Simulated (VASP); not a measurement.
Wanted: the native input for a VASP 6.6.1 run.

```
Task                               : single point
Functional                         : HSE06
Potentials or basis                : VASP PAW PBE potentials, release 64 (Na_pv, F)
Cutoff                             : 520 eV
k mesh                             : 6 × 6 × 6
Occupations                        : gaussian, width 0.01 eV
Spin                               : no spin polarisation
Dipole correction                  : no
Grid for exact exchange (PRECFOCK) : Normal
Further INCAR settings             : ALGO = Normal; EDIFF = 1e-06; NBANDS = 14
Share of exact exchange            : 0.25
Screening parameter                : 0.2079 1/Å
```

NaF:

```
CELL_PARAMETERS angstrom
0.00000 2.32000 2.32000
2.32000 0.00000 2.32000
2.32000 2.32000 0.00000
ATOMIC_POSITIONS crystal
Na 0.00000 0.00000 0.00000
F 0.50000 0.50000 0.50000
```

The input as run:

POSCAR

```
NaF
1.0
    0.0000000000      2.3200000000      2.3200000000
    2.3200000000      0.0000000000      2.3200000000
    2.3200000000      2.3200000000      0.0000000000
Na F
1 1
Direct
    0.0000000000      0.0000000000      0.0000000000
    0.5000000000      0.5000000000      0.5000000000
```

INCAR.step1

```
  PREC = Accurate
  ENCUT = 520
  EDIFF = 1E-5
  ISMEAR = 0
  SIGMA = 0.01
  LREAL = False
  LASPH = True
  NELM = 60
  ALGO = Normal
  ISIF = 2
  LWAVE = True
  LCHARG = False
  NBANDS = 14
  GGA = PE
```

INCAR.step2

```
  PREC = Accurate
  ENCUT = 520
  EDIFF = 1E-6
  ISMEAR = 0
  SIGMA = 0.01
  LREAL = False
  LASPH = True
  NELM = 60
  ALGO = Normal
  ISIF = 2
  LWAVE = False
  LCHARG = False
  GGA = PE
  LHFCALC = True
  HFSCREEN = 0.2079
  PRECFOCK = Normal
  NBANDS = 14
  ISTART = 1
```

KPOINTS

```
Automatic mesh
0
Gamma
  6 6 6
```

Potentials or basis: VASP PAW PBE potentials, release 64 (Na_pv, F).

The run is started by

```bash
$ cat potpaw_PBE.64/Na_pv/POTCAR potpaw_PBE.64/F/POTCAR > POTCAR
$ cp INCAR.step1 INCAR
$ mpirun -np 1 vasp_std > vasp.out
$ cp INCAR.step2 INCAR
$ mpirun -np 1 vasp_std > vasp.out
```

It gave:

```
Pressure               : 0.0 GPa
Band gap on the k mesh : 8.43 eV
```

Caveat: the PAW data sets were made with another functional, which shifts forces and pressure a little.

It took 10 min on 1 thread of Intel(R) Xeon(R) Platinum 8488C (Sapphire Rapids), on a shared host, peak memory 0.24 GiB.
